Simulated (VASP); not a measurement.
# Mg2B3 (P4_2/mcm) in VASP: a series of runs, part 2 of 2

VASP 6.6.1. Earlier steps stand in the parts before.

## (4) Relaxation of cell and atoms, PBE

This run uses another cell than the first one, of 14.06 Å³/atom, 0.994 times its volume.

Contents of INCAR:

```
PREC     = Accurate       # precision mode
ENCUT    = 600            # plane-wave cutoff, eV
EDIFF    = 1E-6           # SCF threshold, eV
ISMEAR   = 0              # smearing method
SIGMA    = 0.1            # smearing width, eV
LREAL    = F              # projectors in reciprocal space
LASPH    = T              # aspherical terms in the spheres
NELM     = 60             # most SCF steps
ALGO     = Normal         # electronic algorithm
ISIF     = 3              # what is computed and relaxed
LWAVE    = F              # write WAVECAR
LCHARG   = F              # write CHGCAR
GGA      = PE             # functional
IBRION   = 2              # ionic algorithm
NSW      = 90             # ionic steps
EDIFFG   = -0.04          # ionic threshold
```

Contents of KPOINTS:

```
regular mesh
0
Gamma
  4 4 6
```

Contents of POSCAR:

```
Mg2B3
1.0
    6.6776615274      0.0000000000      0.0000000000
    0.0000000000      6.6776615274      0.0000000000
    0.0000000000      0.0000000000      3.1524446765
Mg B
4 6
Direct
    0.7556803401      0.2443196599      0.0000000000
    0.2443196599      0.7556803401      0.0000000000
    0.2443196599      0.2443196599      0.5000000000
    0.7556803401      0.7556803401      0.5000000000
    0.5000000000      0.0000000000      0.7500000000
    0.5000000000      0.0000000000      0.2500000000
    0.0000000000      0.5000000000      0.7500000000
    0.0000000000      0.5000000000      0.2500000000
    0.0000000000      0.0000000000      0.7500000000
    0.0000000000      0.0000000000      0.2500000000
```

Potentials or basis: VASP PAW PBE potentials, release 64 (Mg, B).

Started as:

```
> cat potpaw_PBE.64/Mg/POTCAR potpaw_PBE.64/B/POTCAR > POTCAR
> mpirun -np 1 vasp_std > vasp.out
```

OUTCAR:

```text
PREC = Accurate
   ENCUT = 600
   EDIFF = 1E-6
   ISMEAR = 0
   LREAL = F
   LASPH = T
   NELM = 60
   ISIF = 3
   GGA = PE
   IBRION = 2
   NSW = 90
   EDIFFG = -0.04

 ion  position               nearest neighbor table
   1  0.756  0.244  0.000-   9 2.44  10 2.44   7 2.49   8 2.49   5 2.49   6 2.49   3 3.62   4 3.62
                             3 3.62   4 3.62
   2  0.244  0.756  0.000-   9 2.44  10 2.44   7 2.49   8 2.49   5 2.49   6 2.49   3 3.62   4 3.62
                             3 3.62   4 3.62
   3  0.244  0.244  0.500-   9 2.44  10 2.44   7 2.49   8 2.49   5 2.49   6 2.49   1 3.62   2 3.62
                             1 3.62   2 3.62
   4  0.756  0.756  0.500-   9 2.44  10 2.44   7 2.49   8 2.49   5 2.49   6 2.49   1 3.62   2 3.62
                             1 3.62   2 3.62
   5  0.500  0.000  0.750-   6 1.58   6 1.58   3 2.49   4 2.49   1 2.49   2 2.49
   6  0.500  0.000  0.250-   5 1.58   5 1.58   3 2.49   4 2.49   1 2.49   2 2.49
   7  0.000  0.500  0.750-   8 1.58   8 1.58   3 2.49   4 2.49   1 2.49   2 2.49
   8  0.000  0.500  0.250-   7 1.58   7 1.58   3 2.49   4 2.49   1 2.49   2 2.49
   9  0.000  0.000  0.750-  10 1.58  10 1.58   3 2.44   4 2.44   1 2.44   2 2.44
  10  0.000  0.000  0.250-   9 1.58   9 1.58   3 2.44   4 2.44   1 2.44   2 2.44

  LATTYP: Found a simple tetragonal cell.
 ALAT       =     6.6776615274
 C/A-ratio  =     0.4720881200

  Lattice vectors:

 A1 = (   6.6776615274,   0.0000000000,   0.0000000000)
 A2 = (   0.0000000000,   6.6776615274,   0.0000000000)
[... 188 lines left out ...]

 Free energy of the ion-electron system (eV)
  ---------------------------------------------------
  ext. energy  EPLUGINS =         0.00000000
  ---------------------------------------------------
  free energy    TOTEN  =       -44.11292349 eV

  energy without entropy =      -44.09311790  energy(sigma->0) =      -44.10302070

------------------------ aborting loop because EDIFF is reached ----------------------------------------

  FORCE on cell =-STRESS in cart. coord.  units (eV):
  Direction    XX          YY          ZZ          XY          YZ          ZX
  --------------------------------------------------------------------------------------
  -------------------------------------------------------------------------------------
  Total        1.4609391      1.4609391     -2.6085032      0.0000000      0.0000000      0.0000000
  in kB       16.6512343     16.6512343    -29.7307377      0.0000000      0.0000000      0.0000000
  external PRESSURE =       1.1905770 kB  Pullay stress =       0.0000000 kB
[... 119 lines left out ...]
--------------------------------------- Ionic step        4  -------------------------------------------

 number of electron      25.9999999 magnetization

 Free energy of the ion-electron system (eV)
  ---------------------------------------------------
  ext. energy  EPLUGINS =         0.00000000
  ---------------------------------------------------
  free energy    TOTEN  =       -44.13627175 eV

  energy without entropy =      -44.12309278  energy(sigma->0) =      -44.12968226

 E-fermi :   3.4635     XC(G=0):  -9.2569

 val. band max:        3.4220540058   @ k =   0.5000   0.2500   0.1667
 cond. band min:       3.4846921428   @ k =   0.2500   0.0000   0.3333
 fundamental gap:      0.0626381371
 Fermi energy:         3.4634765956

 k-point     1 :       0.0000    0.0000    0.0000
  band No.  band energies     occupation
      1      -8.0105      2.00000
      2      -6.8983      2.00000
      3      -6.1100      2.00000
      4      -2.8962      2.00000
      5      -2.8962      2.00000
      6      -0.9790      2.00000
[... 554 lines left out ...]
  FREE ENERGIE OF THE ION-ELECTRON SYSTEM (eV)
  ---------------------------------------------------
  free  energy   TOTEN  =       -44.1362717521 eV

  energy  without entropy=      -44.1230927774  energy(sigma->0) =      -44.12968226

 reached required accuracy - stopping structural energy minimisation
```

OSZICAR:

```text
N       E                     dE             d eps       ncg     rms          rms(c)
DAV:   1     0.643996857923E+02    0.64400E+02   -0.10835E+04   912   0.125E+03
DAV:   2    -0.481059809223E+02   -0.11251E+03   -0.10923E+03  1218   0.181E+02
DAV:   3    -0.548863630995E+02   -0.67804E+01   -0.66248E+01  1141   0.450E+01
[... 36 lines left out ...]
DAV:   3    -0.441363149587E+02    0.29786E-03   -0.16960E-03  1055   0.187E-01    0.340E-02
DAV:   4    -0.441362812439E+02    0.33715E-04   -0.10433E-04  1082   0.502E-02    0.139E-02
DAV:   5    -0.441362731706E+02    0.80733E-05   -0.25635E-05  1030   0.250E-02    0.414E-03
DAV:   6    -0.441362721113E+02    0.10593E-05   -0.79953E-06   990   0.130E-02    0.169E-03
DAV:   7    -0.441362717521E+02    0.35922E-06   -0.71145E-07   517   0.404E-03
   4 F= -.44136272E+02 E0= -.44129682E+02  d E =-.441173E-02
```

Run time: 5 min. Hardware: 1 thread of Intel Xeon 6975P-C, shared host; peak memory 0.32 GiB.

Results:

| Quantity | Value |
| --- | --- |
| Free energy | -44.1363 eV |
| Relaxed volume | 14.22 Å³/atom |
| Relaxed cell | a = 6.739 Å, b = 6.739 Å, c = 3.132 Å, α = 90.00°, β = 90.00°, γ = 90.00° |
| Space group after relaxing (to 0.05 Å) | P4_2/mcm (No. 132) |
| Energy gained by relaxing | 2.3 meV/atom |
| Ionic steps | 4 |
| Pressure after relaxing | 0.1 GPa |
| Largest force after relaxing | 0.017 eV/Å |
| Band gap on the k mesh | zero (band 13 reaches 4.11 eV, above the bottom of band 14 at 2.49 eV) |

Forces on the atoms (eV/Å):
```
Mg   0.012 -0.012  0.000
Mg  -0.012  0.012  0.000
Mg  -0.012 -0.012  0.000
Mg   0.012  0.012  0.000
B    0.000  0.000  0.000
B    0.000  0.000  0.000
B    0.000  0.000  0.000
B    0.000  0.000  0.000
B    0.000  0.000  0.000
B    0.000  0.000  0.000
```

Step by step:
| step | energy change (eV) | largest force (eV/Å) | pressure (GPa) | volume (Å³) |
| --- | --- | --- | --- | --- |
| 1 | 0.0000 | 0.0446 | 0.12 | 140.57 |
| 2 | -0.0135 | 0.0025 | 1.31 | 140.77 |
| 3 | -0.0189 | 0.0269 | 0.90 | 140.71 |
| 4 | -0.0233 | 0.0168 | 0.07 | 142.24 |

Final structure:
```xyz
10
Lattice="6.7393 0.0000 0.0000 0.0000 6.7393 0.0000 0.0000 0.0000 3.1318" Properties=species:S:1:pos:R:3 pbc="T T T"
Mg    5.0906    1.6487    3.1318
Mg    1.6487    5.0906    0.0000
Mg    1.6487    1.6487    1.5659
Mg    5.0906    5.0906    1.5659
B     3.3696    6.7393    2.3489
B     3.3696    6.7393    0.7830
B     0.0000    3.3696    2.3489
B     6.7393    3.3696    0.7830
B     0.0000    6.7393    2.3489
B     0.0000    6.7393    0.7830
```

## (5) Relaxation of cell and atoms, PBE

This run uses another cell than the first one, of 14.30 Å³/atom, 1.011 times its volume.

Contents of INCAR:

```
SYSTEM = Mg2B3
  PREC = Accurate
  ENCUT = 600
  EDIFF = 1E-6
  ISMEAR = 0
  SIGMA = 0.1
  LREAL = .FALSE.
  LASPH = .TRUE.
  NELM = 80
  ALGO = Normal
  ISIF = 3
  LWAVE = .FALSE.
  LCHARG = .FALSE.
  GGA = PE
  IBRION = 2
  NSW = 100
  EDIFFG = -0.01
```

Contents of KPOINTS:

```
regular mesh
0
G
  6 6 12
  0 0 0
```

Contents of POSCAR:

```
Mg2B3
1.0
    6.7547604646      0.0000000000      0.0000000000
    0.0000000000      6.7547604646      0.0000000000
    0.0000000000      0.0000000000      3.1342397257
Mg B
4 6
Direct
    0.7565332013      0.2434667987      0.0000000000
    0.2434667987      0.7565332013      0.0000000000
    0.2434667987      0.2434667987      0.5000000000
    0.7565332013      0.7565332013      0.5000000000
    0.5000000000      0.0000000000      0.7500000000
    0.5000000000      0.0000000000      0.2500000000
    0.0000000000      0.5000000000      0.7500000000
    0.0000000000      0.5000000000      0.2500000000
    0.0000000000      0.0000000000      0.7500000000
    0.0000000000      0.0000000000      0.2500000000
```

Potentials or basis: VASP PAW PBE potentials, release 64 (Mg, B).

Started as:

```
> cat potpaw_PBE.64/Mg/POTCAR potpaw_PBE.64/B/POTCAR > POTCAR
> mpirun -np 1 vasp_std > vasp.out
```

OUTCAR:

```text
SYSTEM = Mg2B3
   PREC = Accurate
   ENCUT = 600
   EDIFF = 1E-6
   ISMEAR = 0
   LREAL = .FALSE.
   LASPH = .TRUE.
   NELM = 80
   ISIF = 3
   GGA = PE
   IBRION = 2
   NSW = 100
   EDIFFG = -0.01

 ion  position               nearest neighbor table
   1  0.757  0.243  0.000-   9 2.45  10 2.45   7 2.51   8 2.51   5 2.51   6 2.51   3 3.64   4 3.64
                             3 3.64   4 3.64
   2  0.243  0.757  0.000-   9 2.45  10 2.45   7 2.51   8 2.51   5 2.51   6 2.51   3 3.64   4 3.64
                             3 3.64   4 3.64
   3  0.243  0.243  0.500-   9 2.45  10 2.45   7 2.51   8 2.51   5 2.51   6 2.51   1 3.64   2 3.64
                             1 3.64   2 3.64
   4  0.757  0.757  0.500-   9 2.45  10 2.45   7 2.51   8 2.51   5 2.51   6 2.51   1 3.64   2 3.64
                             1 3.64   2 3.64
   5  0.500  0.000  0.750-   6 1.57   6 1.57   3 2.51   4 2.51   1 2.51   2 2.51
   6  0.500  0.000  0.250-   5 1.57   5 1.57   3 2.51   4 2.51   1 2.51   2 2.51
   7  0.000  0.500  0.750-   8 1.57   8 1.57   3 2.51   4 2.51   1 2.51   2 2.51
   8  0.000  0.500  0.250-   7 1.57   7 1.57   3 2.51   4 2.51   1 2.51   2 2.51
   9  0.000  0.000  0.750-  10 1.57  10 1.57   3 2.45   4 2.45   1 2.45   2 2.45
  10  0.000  0.000  0.250-   9 1.57   9 1.57   3 2.45   4 2.45   1 2.45   2 2.45

  LATTYP: Found a simple tetragonal cell.
 ALAT       =     6.7547604646
 C/A-ratio  =     0.4640045701

  Lattice vectors:

 A1 = (   6.7547604646,   0.0000000000,   0.0000000000)
 A2 = (   0.0000000000,   6.7547604646,   0.0000000000)
 A3 = (   0.0000000000,   0.0000000000,   3.1342397257)

Analysis of symmetry for initial positions (statically):
=====================================================================
 Subroutine PRICEL returns:
 Original cell was already a primitive cell.

 Routine SETGRP: Setting up the symmetry group for a
 simple tetragonal supercell.

 Subroutine GETGRP returns: Found 16 space group operations
 (whereof  8 operations were pure point group operations)
 out of a pool of 16 trial point group operations.

The static configuration has the point symmetry D_2h.
 The point group associated with its full space group is D_4h.

Analysis of symmetry for dynamics (positions and initial velocities):
=====================================================================
 Subroutine PRICEL returns:
 Original cell was already a primitive cell.

 Routine SETGRP: Setting up the symmetry group for a
 simple tetragonal supercell.

 Subroutine GETGRP returns: Found 16 space group operations
 (whereof  8 operations were pure point group operations)
 out of a pool of 16 trial point group operations.

The dynamic configuration has the point symmetry D_2h.
 The point group associated with its full space group is D_4h.

 Subroutine INISYM returns: Found 16 space group operations
 (whereof  8 operations are pure point group operations),
 and found     1 'primitive' translations

----------------------------------------------------------------------------------------

                                     Primitive cell

  volume of cell :     143.0053

  direct lattice vectors                    reciprocal lattice vectors
     6.754760465  0.000000000  0.000000000     0.148043740  0.000000000  0.000000000
     0.000000000  6.754760465  0.000000000     0.000000000  0.148043740  0.000000000
     0.000000000  0.000000000  3.134239726     0.000000000  0.000000000  0.319056641

[... 83 lines left out ...]
   total plane-waves  NPLWV =  81648
   dimension x,y,z NGX =    54 NGY =   54 NGZ =   28
   dimension x,y,z NGXF=   108 NGYF=  108 NGZF=   56
   ions per type =               4   6
   NGX,Y,Z   is equivalent  to a cutoff of  13.29, 13.29, 14.85 a.u.
   NGXF,Y,Z  is equivalent  to a cutoff of  26.58, 26.58, 29.70 a.u.
 SYSTEM =  Mg2B3
   PREC   = accura    normal or accurate (medium, high low for compatibility)
   ISTART =      0    job   : 0-new  1-cont  2-samecut
   ICHARG =      2    charge: 1-file 2-atom 10-const
   ISPIN  =      1    spin polarized calculation?
   LNONCOLLINEAR =      F non collinear calculations
   LSORBIT =      F    spin-orbit coupling
   LASPH  =      T    aspherical Exc in radial PAW
   ENCUT  =  600.0 eV  44.10 Ry    6.64 a.u.  13.49 13.49  6.26*2*pi/ulx,y,z
   NELM   =     80;   NELMIN=  2; NELMDL= -5     # of ELM steps
   EDIFF  = 0.1E-05   stopping-criterion for ELM
   LREAL  =      F    real-space projection
   EDIFFG = -.1E-01   stopping-criterion for IOM
   NSW    =    100    number of steps for IOM
   IBRION =      2    ionic relax: 0-MD 1-quasi-New 2-CG
   NFREE  =      1    steps in history (QN), initial steepest desc. (CG)
   ISIF   =      3    stress and relaxation
   ISYM   =      2    0-nonsym 1-usesym 2-fastsym
   POTIM  = 0.5000    time-step for ionic-motion
   TEBEG  =    0.0;   TEEND  =   0.0 temperature during run
   PSTRESS=    0.0 pullay stress
   NELECT =      26.0000    total number of electrons
   NUPDOWN=      -1.0000    fix difference up-down
   EMIN   =  10.00;   EMAX   =-10.00  energy-range for DOS
   EFERMI =   0.00;   METHOD = LEGACY
   ISMEAR =     0;   SIGMA  =   0.10  broadening in eV -4-tet -1-fermi 0-gaus
   EFERMI_NEDOS =   21; number of points for ismear=-14 and -15
   IALGO  =     38    algorithm
   IMIX   =      4    mixing-type and parameters
     AMIX     =   0.40;   BMIX     =  1.00
     AMIX_MAG =   1.60;   BMIX_MAG =  1.00
  volume/ion in A,a.u.               =      14.30        96.50
  Fermi-wavevector in a.u.,A,eV,Ry     =   0.927432  1.752592 11.702772  0.860129
  Thomas-Fermi vector in A             =   2.053501
   LORBIT       =      0    0 simple, 1 ext, 2 COOP (PROOUT), +10 PAW based schemes
   GGA     = PE    functional components
   LHFCALC =     F    Hartree Fock is set to
   AEXX    =    0.0000 exact exchange contribution
   IVDW    =     0    specifies the selected vdW correction
   LEPSILON=     F    determine dielectric tensor
   LRPA    =     F    only Hartree local field effects (RPA)
 conjugate gradient relaxation of ions
 non-spin polarized calculation
 Gauss-broadening in eV      SIGMA  =   0.10
  energy-cutoff  :      600.00
  volume of cell :      143.01
 maximum number of plane-waves:      4820
 NGX is ok and might be reduce to    54
   NGX = 27   NGY = 27   NGZ = 13

--------------------------------------- Ionic step        1  -------------------------------------------

 number of electron      25.9999999 magnetization

 Free energy of the ion-electron system (eV)
  ---------------------------------------------------
  ext. energy  EPLUGINS =         0.00000000
  ---------------------------------------------------
  free energy    TOTEN  =       -44.11696268 eV

  energy without entropy =      -44.10861566  energy(sigma->0) =      -44.11278917

------------------------ aborting loop because EDIFF is reached ----------------------------------------

  FORCE on cell =-STRESS in cart. coord.  units (eV):
  Direction    XX          YY          ZZ          XY          YZ          ZX
  --------------------------------------------------------------------------------------
  -------------------------------------------------------------------------------------
  Total       -0.6912519     -0.6912519      1.1880327     -0.0000000      0.0000000      0.0000000
  in kB       -7.7445253     -7.7445253     13.3102702     -0.0000000      0.0000000      0.0000000
  external PRESSURE =      -0.7262601 kB  Pullay stress =       0.0000000 kB
[... 339 lines left out ...]
--------------------------------------- Ionic step        9  -------------------------------------------

 number of electron      25.9999999 magnetization

 Free energy of the ion-electron system (eV)
  ---------------------------------------------------
  ext. energy  EPLUGINS =         0.00000000
  ---------------------------------------------------
  free energy    TOTEN  =       -44.12853654 eV

  energy without entropy =      -44.12085335  energy(sigma->0) =      -44.12469494

 E-fermi :   3.5034     XC(G=0):  -9.3000

 val. band max:        3.4632785670   @ k =   0.1667   0.1667   0.3333
 cond. band min:       3.5141864492   @ k =   0.3333   0.0000   0.4167
 fundamental gap:      0.0509078822
 Fermi energy:         3.5034371090

 k-point     1 :       0.0000    0.0000    0.0000
  band No.  band energies     occupation
      1      -8.0139      2.00000
      2      -6.9094      2.00000
      3      -6.0711      2.00000
      4      -2.8666      2.00000
      5      -2.8666      2.00000
      6      -0.9769      2.00000
[... 505 lines left out ...]
      6      -1.3969      2.00000
[... 11 lines left out ...]
     18       7.6262      0.00000
     19       7.8423      0.00000

 [... further k-points ...]

------------------------ aborting loop because EDIFF is reached ----------------------------------------

  FORCE on cell =-STRESS in cart. coord.  units (eV):
  Direction    XX          YY          ZZ          XY          YZ          ZX
  --------------------------------------------------------------------------------------
  -------------------------------------------------------------------------------------
  Total       -0.0551535     -0.0551535     -0.0337585     -0.0000000      0.0000000      0.0000000
  in kB       -0.6259322     -0.6259322     -0.3831226     -0.0000000      0.0000000      0.0000000
  external PRESSURE =      -0.5449956 kB  Pullay stress =       0.0000000 kB
[... 25 lines left out ...]
  FREE ENERGIE OF THE ION-ELECTRON SYSTEM (eV)
  ---------------------------------------------------
  free  energy   TOTEN  =       -44.1285365360 eV

  energy  without entropy=      -44.1208533512  energy(sigma->0) =      -44.12469494

 reached required accuracy - stopping structural energy minimisation
```

Run time: 25 min. Hardware: 1 thread of Oxide Virtual Turin-like, shared host; peak memory 0.39 GiB.

Results:

```yaml
Free_energy: -44.1285 eV
Relaxed_volume: 14.12 Å³/atom
Relaxed_cell: a = 6.703 Å, b = 6.703 Å, c = 3.142 Å, α = 90.00°, β = 90.00°, γ = 90.00°
Space_group_after_relaxing_to_0.05_Å: P4_2/mcm (No. 132)
Energy_gained_by_relaxing: 1.2 meV/atom
Ionic_steps: 9
Pressure_after_relaxing: -0.1 GPa
Band_gap_on_the_k_mesh: zero (band 13 reaches 4.61 eV, above the bottom of band 14 at 2.45 eV)
```

Forces in eV/Å, atoms in the order of the input:
```
Mg  -0.002  0.002  0.000
Mg   0.002 -0.002  0.000
Mg   0.002  0.002  0.000
Mg  -0.002 -0.002  0.000
B    0.000  0.000  0.000
B    0.000  0.000  0.000
B    0.000  0.000  0.000
B    0.000  0.000  0.000
B    0.000  0.000  0.000
B    0.000  0.000  0.000
```

The path:
| step | energy change (eV) | largest force (eV/Å) | pressure (GPa) | volume (Å³) |
| --- | --- | --- | --- | --- |
| 1 | 0.0000 | 0.0734 | -0.07 | 143.01 |
| 2 | -0.0036 | 0.0844 | -0.69 | 142.87 |
| 3 | -0.0043 | 0.0822 | -0.51 | 142.91 |
| 4 | -0.0076 | 0.0841 | -0.14 | 141.98 |
| 5 | -0.0086 | 0.0857 | 0.22 | 141.13 |
| 6 | -0.0105 | 0.0500 | 0.15 | 141.12 |
| 7 | -0.0114 | 0.0050 | 0.07 | 141.11 |
| 8 | -0.0112 | 0.0015 | -0.25 | 141.28 |
| 9 | -0.0116 | 0.0025 | -0.05 | 141.17 |

Final structure:
```xyz
10
Lattice="6.7029 0.0000 0.0000 0.0000 6.7029 0.0000 0.0000 0.0000 3.1422" Properties=species:S:1:pos:R:3 pbc="T T T"
Mg    5.0508    1.6521    0.0000
Mg    1.6521    5.0508    0.0000
Mg    1.6521    1.6521    1.5711
Mg    5.0508    5.0508    1.5711
B     3.3514    0.0000    2.3567
B     3.3514    0.0000    0.7856
B     0.0000    3.3514    2.3567
B     0.0000    3.3514    0.7856
B     0.0000    0.0000    2.3567
B     0.0000    0.0000    0.7856
```

## (6) Overview

```tsv
task	cell	k mesh	cutoff (eV)	gap on the mesh (eV)	pressure (GPa)	relaxed volume (Å³/atom)	largest force (eV/Å)
single point	a = 6.708, b = 6.708, c = 3.143 Å, 10 atoms	6 × 6 × 12	520	none	-0.2	-	0.01
relaxation of cell and atoms	relaxed from a = 6.678, b = 6.678, c = 3.152 Å, 10 atoms	4 × 4 × 6	600	none	0.1	14.22	0.02
relaxation of cell and atoms	relaxed from a = 6.755, b = 6.755, c = 3.134 Å, 10 atoms	6 × 6 × 12	600	none	-0.1	14.12	-
```

Alike in all rows: level PBE; potentials or basis VASP PAW PBE potentials, release 64 (Mg, B); no spin polarisation; smearing gaussian 0.1 eV.

Total energies depend on the potentials used, so only differences within one code and one set of settings carry meaning.
